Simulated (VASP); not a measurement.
# TiO2: single point with revPBE+D4

TiO2:

```xyz
12
Lattice="6.1123 -1.8708 0.0000 6.1123 1.8708 0.0000 -1.9154 0.0000 6.2865" Properties=species:S:1:pos:R:3 pbc="T T T"
Ti   10.4483    0.0000    1.8206
Ti    1.8438    0.0000    1.7839
Ti   -0.1391    0.0000    4.4659
Ti    8.4654    0.0000    4.5026
O     3.8625    0.0000    1.8444
O     1.9712    0.0000    4.1019
O     8.6946    0.0000    6.2569
O     8.3379    0.0000    2.1846
O    10.3045    0.0000    3.9606
O     1.6145    0.0000    0.0296
O     6.4467    0.0000    4.4421
O     0.0047    0.0000    2.3259
```

```
Program             : VASP 6.6.1
Task                : single point
Functional          : revPBE
Dispersion          : D4
Potentials or basis : VASP PAW PBE potentials, release 64 (Ti_sv, O)
Cutoff              : 520 eV
k mesh              : 8 × 8 × 4
Occupations         : fermi-dirac, width 0.05 eV
Spin                : no spin polarisation
```

```json
{
  "Pressure": "-0.4 GPa",
  "Largest force": "0.122 eV/Å",
  "Band gap on the k mesh": "2.82 eV (least direct gap 2.99 eV)",
  "Dispersion energy per atom": "-0.364 eV"
}
```

Forces in eV/Å, atoms in the order of the input:
```
Ti   0.025  0.000 -0.045
Ti  -0.096  0.000 -0.076
Ti  -0.025  0.000  0.045
Ti   0.096  0.000  0.076
O    0.040  0.000  0.035
O    0.083  0.000  0.030
O   -0.039  0.000  0.030
O   -0.083  0.000 -0.030
O   -0.054  0.000 -0.003
O    0.039  0.000 -0.030
O   -0.040  0.000 -0.035
O    0.054  0.000  0.003
```

Stress tensor (GPa, compression positive):
```
-0.33  0.00  0.02
 0.00 -0.82  0.00
 0.02  0.00  0.01
```

Levels at points of the mesh, in eV from the valence-band top:
| k point | band 46 | band 47 | band 48 | band 49 | band 50 | band 51 |
| --- | --- | --- | --- | --- | --- | --- |
| (0.00, 0.00, 0.00) | -0.73 | -0.34 | -0.17 | 2.82 | 3.17 | 3.41 |
| (0.50, 0.00, 0.00) | -0.46 | -0.21 | -0.12 | 3.21 | 3.26 | 3.69 |
| (0.50, 0.50, 0.00) | -0.61 | -0.38 | -0.11 | 2.96 | 3.01 | 3.53 |
| (0.00, 0.00, 0.50) | -0.63 | -0.59 | -0.42 | 2.94 | 3.21 | 3.38 |
| (0.50, 0.00, 0.50) | -0.51 | -0.09 | -0.01 | 3.25 | 3.30 | 3.54 |
| (0.50, 0.50, 0.50) | -0.39 | -0.22 | -0.19 | 3.08 | 3.19 | 3.34 |

Wall time 35 min on 1 thread of Oxide Virtual Turin-like Processor (shared host), peak memory 0.61 GiB.

Caveat: the PAW data sets were made with another functional, which shifts forces and pressure a little. A k mesh can miss the band edges.
